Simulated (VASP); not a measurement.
Ba, 1 atom in the cell. Symmetry: Cmmm, No. 65, orthorhombic system. Conventional cell: a = 3.597 Å, b = 6.716 Å, c = 5.700 Å, α = 90.00°, β = 90.00°, γ = 90.00°. Within 4.7 Å of Ba (site symmetry mmm) lie 6 Ba at 3.60 to 3.81 Å.  This cell differs from its parent crystal: strain -0.080 along x and y, +0.000 along z.

* Program: VASP 6.6.1
* Task: single point
* Functional: PBEsol
* Potentials or basis: VASP PAW PBE potentials, release 64 (Ba_sv)
* Cutoff: 500 eV
* k mesh: 14 × 14 × 8
* Occupations: gaussian, width 0.15 eV
* Spin: no spin polarisation
* Dipole correction: no
* Further INCAR settings: ALGO = Normal; EDIFF = 1e-06; NBANDS = 11

Potentials or basis: VASP PAW PBE potentials, release 64 (Ba_sv).

Command:

```sh
$ cat potpaw_PBE.64/Ba_sv/POTCAR > POTCAR
$ mpirun -np 1 vasp_std > vasp.out
```

Hardware: 1 thread of Intel Xeon 8259CL (shared host).

**Question.** How long does it take, and how much memory?

**Answer.** Run time: 2.3 min on 1 thread of Intel Xeon 8259CL, with other jobs on the host, peak memory 0.33 GiB. Counts: scf iterations 12, k points 285.
